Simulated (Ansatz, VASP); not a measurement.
# One calculation of TiTe2, two programs

The input INCAR:

```
SYSTEM = TiTe2
PREC = Accurate ; ENCUT = 520
EDIFF = 1E-7 ; ISMEAR = 0
SIGMA = 0.15 ; LREAL = .False.
LASPH = .True. ; NELM = 80
ALGO = Normal ; ISIF = 2
LWAVE = .False. ; LCHARG = .False.
GGA = PE ; NBANDS = 19
```

File KPOINTS:

```
regular mesh
0
Gamma
  12 12 8
  0 0 0
```

Contents of POSCAR:

```
TiTe2
1.0
    3.7770008876      0.0000000000      0.0353149583
   -1.8885004438      3.2709787188     -0.0176574791
    0.0607563000      0.0000000000      6.4980000000
Ti Te
1 2
Direct
    0.0000000000      0.0000000000      0.0000000000
    0.6666666667      0.3333333333      0.2628000000
    0.3333333333      0.6666666667      0.7372000000
```

Input for Ansatz:

```yaml
crystal:
  lattice:
    - [3.7770008876, 0.0, 0.0353149583]
    - [-1.8885004438, 3.2709787188, -0.0176574791]
    - [0.0607563, 0.0, 6.498]
  atoms:
    - { symbol: Ti, position: [0.0, 0.0, 0.0] }
    - { symbol: Te, position: [0.6666666667, 0.3333333333, 0.2628] }
    - { symbol: Te, position: [0.3333333333, 0.6666666667, 0.7372] }
basis:
  ecutwfc: 420
kpoints:
  mp_grid: { grid: [12, 12, 8] }
hamiltonian:
  xc: pbe
scf:
  occupations: { method: gaussian, width: 0.15 }
output:
  forces: true
  stress: true
  eigenvalues: true
```

Change from the starting cell: strain +0.0187 x Voigt [0, 0, 0, 0, 1, 0], atoms carried along.

Alike in both runs: task single point; functional PBE; k mesh 12 × 12 × 8; occupations gaussian, width 0.15 eV; no spin polarisation.

```csv
,VASP,Ansatz
version,VASP 6.6.1,Ansatz 0.2.0
potentials or method,"VASP PAW PBE potentials, release 64 (Ti_sv, Te), cutoff 520 eV","scalar-relativistic, plane waves, PAW"
valence electrons in the cell,24,44
```

Ansatz gave:

* gap on the k mesh at the Fermi level (eV): none
* pressure (GPa): 1.0
* traceless stress, the component that is largest in VASP (GPa): -1.06
* rms of the force components (eV/Å): 0.061

Which values does VASP return?

gap on the k mesh at the Fermi level (eV): none; pressure (GPa): 0.9; traceless stress, the component that is largest in VASP (GPa): -1.06; rms of the force components (eV/Å): 0.063.

Atom by atom the forces differ by 0.005 eV/Å (rms over components). A gap of «none» marks a metal or a gap that the smearing closes. The functional is the same, so the differences come from potentials, cutoffs and numerics. VASP's potentials hold 24 valence electrons a cell and Ansatz's 44, so a difference there can come from the potentials and not from the codes.

Neither program's run includes spin-orbit coupling.
